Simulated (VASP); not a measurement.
Pd, 2 atoms in the cell. Symmetry: Fd-3m, No. 227, cubic system. The conventional cell has a = 5.896 Å, b = 5.896 Å, c = 5.896 Å, α = 90.00°, β = 90.00°, γ = 90.00°. Pd (site symmetry -43m) has 4 Pd at 2.55 Å within 3.4 Å. 

* Program: VASP 6.6.1
* Task: single point
* Functional: RPBE
* Potentials or basis: VASP PAW PBE potentials, release 64 (Pd)
* Cutoff: 520 eV
* k mesh: 10 × 10 × 10
* Occupations: fermi-dirac, width 0.05 eV
* Spin: collinear spin, ferromagnetic start
* Starting moments: [0.5, 0.5] μB
* Dipole correction: no
* Further INCAR settings: ALGO = Normal; EDIFF = 1e-06; NBANDS = 21

Potentials or basis: VASP PAW PBE potentials, release 64 (Pd).

Launch:

```console
$ cat potpaw_PBE.64/Pd/POTCAR > POTCAR
$ mpirun -np 1 vasp_std > vasp.out
```

Hardware: 1 thread of Intel(R) Xeon(R) 6975P-C (Granite Rapids) (shared host).

Problem. Estimate the wall time of this run.

Solution. Run time: 30 s on 1 thread of Intel(R) Xeon(R) 6975P-C (Granite Rapids), on a shared host, peak memory 0.23 GiB. Counts: scf iterations 13, k points 47.
